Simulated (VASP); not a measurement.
The system is PbF2.

```
CELL_PARAMETERS angstrom
0.00000 2.94581 2.94581
2.94581 0.00000 2.94581
2.94581 2.94581 0.00000
ATOMIC_POSITIONS crystal
Pb 0.00000 0.00000 0.00000
F 0.25000 0.25000 0.25000
F 0.75000 0.75000 0.75000
```

Base run:

* Program: VASP 6.6.1
* Functional: r2SCAN
* Potentials or basis: VASP PAW PBE potentials, release 64 (Pb_d, F)
* Cutoff: 660 eV
* k mesh: 8 × 8 × 8
* Occupations: gaussian, width 0.01 eV
* Spin: no spin polarisation

Its results: band gap on the k mesh 4.93 eV (least direct gap 5.07 eV); pressure 1.1 GPa.

Problem. The run is repeated on the same cell with these changes: functional from r2SCAN to PBE; cutoff from 660 eV to 600 eV; occupations from gaussian, width 0.01 eV to fermi-dirac, width 0.02 eV. What comes out?

Solution. Band gap on the k mesh 4.41 eV (least direct gap 4.56 eV); pressure 3.9 GPa.

Caveats: spin-orbit coupling is left out, which moves the levels of the heavy elements; the PAW data sets were made with another functional, which shifts forces and pressure a little (at least some runs); the cell stands under pressure (at least some runs).

A k mesh can miss the band edges.
